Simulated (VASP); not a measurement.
Here is a VASP 6.6.1 calculation.

File INCAR:

```
SYSTEM = BN
ALGO = Normal
EDIFF = 1E-7
EDIFFG = -0.008
ENCUT = 520
GGA = PE
IBRION = 2
ISIF = 2
ISMEAR = 0
IVDW = 12
LASPH = .TRUE.
LCHARG = .FALSE.
LREAL = .FALSE.
LWAVE = .FALSE.
NELM = 60
NSW = 60
PREC = Accurate
SIGMA = 0.02
```

Contents of KPOINTS:

```
k-points
0
G
  12 12 4
  0 0 0
```

File POSCAR:

```
BN
1.0
    2.5061138137      0.0000000000      0.0000000000
   -1.2530569069      2.1703582275      0.0000000000
    0.0000000000      0.0000000000     10.4777303579
B N
3 3
Direct
    0.0000000000      0.0000000000      0.0003436670
    0.6666666667      0.3333333333      0.3336770004
    0.3333333333      0.6666666667      0.6670103337
    0.6666666667      0.3333333333      0.0005566663
    0.3333333333      0.6666666667      0.3338899996
    0.0000000000      0.0000000000      0.6672233330
```

Potentials or basis: VASP PAW PBE potentials, release 64 (B, N).

Launch:

```console
$ cat potpaw_PBE.64/B/POTCAR potpaw_PBE.64/N/POTCAR > POTCAR
$ mpirun -np 1 vasp_std > vasp.out
```

Task: What does it give for the dispersion energy per atom?

Result: -0.132 eV.

Task: Estimate the energy gained by relaxing.

Result: 0.0 meV/atom.

Task: Estimate the band gap on the k mesh.

Result: 4.33 eV.

Final structure:
```xyz
6
Lattice="2.5061 0.0000 0.0000 -1.2531 2.1704 0.0000 0.0000 0.0000 10.4777" Properties=species:S:1:pos:R:3 pbc="T T T"
B    -1.2531    2.1704    0.0041
B     1.2531    0.7235    3.4967
B     0.0000    1.4469    6.9892
N     1.2531    0.7235    0.0054
N     0.0000    1.4469    3.4979
N     2.5061    0.0000    6.9905
```

Caveat: the cell differs from its parent crystal (strain along c alone, the other axes held: +6.0 %). A k mesh can miss the band edges.
